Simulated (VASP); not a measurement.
Set up this calculation in VASP 6.6.1, as the native input.

```
Task                   : single point
Functional             : PBE
Potentials or basis    : VASP PAW PBE potentials, release 64 (Zr_sv, N)
Cutoff                 : 520 eV
k mesh                 : 1 × 1 × 1
Occupations            : gaussian, width 0.1 eV
Spin                   : no spin polarisation
Dipole correction      : no
Further INCAR settings : LREAL = Auto; ALGO = Normal; EDIFF = 1e-06; NBANDS = 84
```

The structure of Zr8N9 (a cell with a defect) lies in POSCAR:

```
Zr8N9
1.0
    0.0000000000      4.5945978679     -4.5945978679
    4.5945978679      4.5945978679      0.0000000000
    4.5945978679      0.0000000000     -4.5945978679
Zr N
8 9
Direct
    0.2501039680      0.7501039680      0.2501039680
    0.2501039680      0.2496880961      0.2501039680
    0.7496880961      0.7501039680      0.2501039680
    0.7471367276      0.2471367276      0.2585898173
    0.2501039680      0.7501039680      0.7496880961
    0.2585898173      0.2471367276      0.7471367276
    0.7471367276      0.7585898173      0.7471367276
    0.7471367276      0.2471367276      0.7471367276
    0.4550768253      0.5149743916      0.0149743916
    0.5046974267      0.0046974267     -0.0140922802
    1.0149743916      0.5149743916      0.0149743916
    1.0149743916     -0.0449231747      0.0149743916
    0.5046974267      0.4859077198      0.5046974267
    0.5046974267      0.0046974267      0.5046974267
    1.0149743916      0.5149743916      0.4550768253
    0.9859077198      0.0046974267      0.5046974267
    0.8750000000      0.3750000000      0.8750000000
```

These files were run (other wordings do the same):

INCAR

```
SYSTEM = Zr8N9
ALGO = Normal
EDIFF = 1E-6
ENCUT = 520
GGA = PE
ISIF = 2
ISMEAR = 0
LASPH = .True.
LCHARG = .False.
LREAL = Auto
LWAVE = .False.
NBANDS = 84
NELM = 60
PREC = Accurate
SIGMA = 0.1
```

KPOINTS

```
k-points
0
Gamma
  1 1 1
  0 0 0
```

Potentials or basis: VASP PAW PBE potentials, release 64 (Zr_sv, N).

The run is started by

```sh
$ cat potpaw_PBE.64/Zr_sv/POTCAR potpaw_PBE.64/N/POTCAR > POTCAR
$ mpirun -np 1 vasp_gam > vasp.out
```

It gave:

The pressure is 14.2 GPa and the largest force is 0.026 eV/Å.

Caveat: the k points lie up to 1.18 Å⁻¹ apart.

It took 45 s on 1 thread of AMD EPYC 7R13 Processor (Zen 3) (shared host), peak memory 0.29 GiB.
